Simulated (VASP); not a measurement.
## Sn: single point with PBEsol

The system is Sn.

```xyz
1
Lattice="3.3255 0.0171 -0.0337 -0.1737 3.3210 0.0337 -1.5514 -1.6922 2.4062" Properties=species:S:1:pos:R:3 pbc="T T T"
Sn    0.0000    0.0000    0.0000
```

```yaml
Program: VASP 6.6.1
Task: single point
Functional: PBEsol
Potentials_or_basis: VASP PAW PBE potentials, release 64 (Sn_d)
Cutoff: 520 eV
k_mesh: 11 × 11 × 11
Occupations: methfessel-paxton, width 0.1 eV
Spin: no spin polarisation
Dipole_correction: no
Further_INCAR_settings: ALGO = Normal; EDIFF = 1e-06; NBANDS = 13
```

```json
{
  "Pressure": "0.0 GPa",
  "Band gap on the k mesh": "zero (band 7 reaches 16.06 eV, above the bottom of band 8 at 6.29 eV)"
}
```

Levels at points of the mesh, in eV from the Fermi level:
```tsv
k point	band 3	band 4	band 5	band 6	band 7	band 8	band 9	band 10	band 11	band 12
(0.00, 0.00, 0.00)	-21.41	-21.37	-21.33	-11.29	7.83	7.93	7.93	10.69	11.96	11.96
```

It took 30 s on 1 thread of Intel(R) Xeon(R) 6975P-C (Granite Rapids), with other jobs on the host, peak memory 0.2 GiB.

Caveat: the PAW data sets were made with another functional, which shifts forces and pressure a little; spin-orbit coupling is left out, which moves the levels of the heavy elements.
